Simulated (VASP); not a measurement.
**HfO2: relaxation of cell and atoms with B3LYP**

Crystal: HfO2.

```
CELL_PARAMETERS angstrom
0.00000 2.55750 2.55750
2.55750 0.00000 2.55750
2.55750 2.55750 0.00000
ATOMIC_POSITIONS crystal
Hf 0.00000 0.00000 0.00000
O 0.75000 0.75000 0.75000
O 0.25000 0.25000 0.25000
```

| Item | Value |
| --- | --- |
| Program | VASP 6.6.1 |
| Task | relaxation of cell and atoms |
| Functional | B3LYP |
| Potentials or basis | VASP PAW PBE potentials, release 64 (Hf_pv, O) |
| Cutoff | 600 eV |
| k mesh | 5 × 5 × 5 |
| Occupations | fermi-dirac, width 0.05 eV |
| Spin | no spin polarisation |
| Dipole correction | no |
| Grid for exact exchange (PRECFOCK) | Normal |
| Further INCAR settings | ALGO = Normal; EDIFF = 1e-06; IBRION = 2; EDIFFG = -0.01; NSW = 60; ISIF = 3 |
| Share of exact exchange | 0.2 |

```yaml
Relaxed_volume: 10.87 Å³/atom
Relaxed_cell: a = 3.586 Å, b = 3.586 Å, c = 3.586 Å, α = 60.00°, β = 60.00°, γ = 60.00°
Space_group_after_relaxing_to_0.1_Å: Fm-3m (No. 225)
Energy_gained_by_relaxing: 5.9 meV/atom
Ionic_steps: 3
Pressure_after_relaxing: -0.1 GPa
Band_gap_on_the_k_mesh: 5.98 eV (least direct gap 6.36 eV)
```

The path:
```
step  energy change (eV)  largest force (eV/Å)  pressure (GPa)  volume (Å³)
   1              0.0000                0.0000           -6.51        33.46
   2              0.0276                0.0000           11.58        31.31
   3             -0.0176                0.0000           -0.08        32.61
```

Final structure:
```cif
data_structure
_symmetry_space_group_name_H-M 'P 1'
_symmetry_Int_Tables_number 1
_cell_length_a 3.5862
_cell_length_b 3.5862
_cell_length_c 3.5862
_cell_angle_alpha 60.000
_cell_angle_beta 60.000
_cell_angle_gamma 60.000
_cell_volume 32.61
loop_
_atom_site_label
_atom_site_type_symbol
_atom_site_fract_x
_atom_site_fract_y
_atom_site_fract_z
_atom_site_occupancy
Hf1 Hf 0.00000 0.00000 0.00000 1
O1 O 0.75000 0.75000 0.75000 1
O2 O 0.25000 0.25000 0.25000 1
```

Levels at points of the mesh, in eV from the valence-band top:
```csv
k point,band 9,band 10,band 11,band 12,band 13,band 14
"(0.00, 0.00, 0.00)",-0.44,-0.44,-0.44,5.98,5.98,8.19
```

Run time: 110 min on 1 thread of Oxide Virtual Turin-like Processor, with other jobs on the host, peak memory 0.16 GiB.

Caveat: the k points lie up to 0.43 Å⁻¹ apart in the final cell; the PAW data sets were made with another functional, which shifts forces and pressure a little; spin-orbit coupling is left out, which moves the levels of the heavy elements; an odd mesh through Γ misses points on the zone boundary, where band edges can lie.
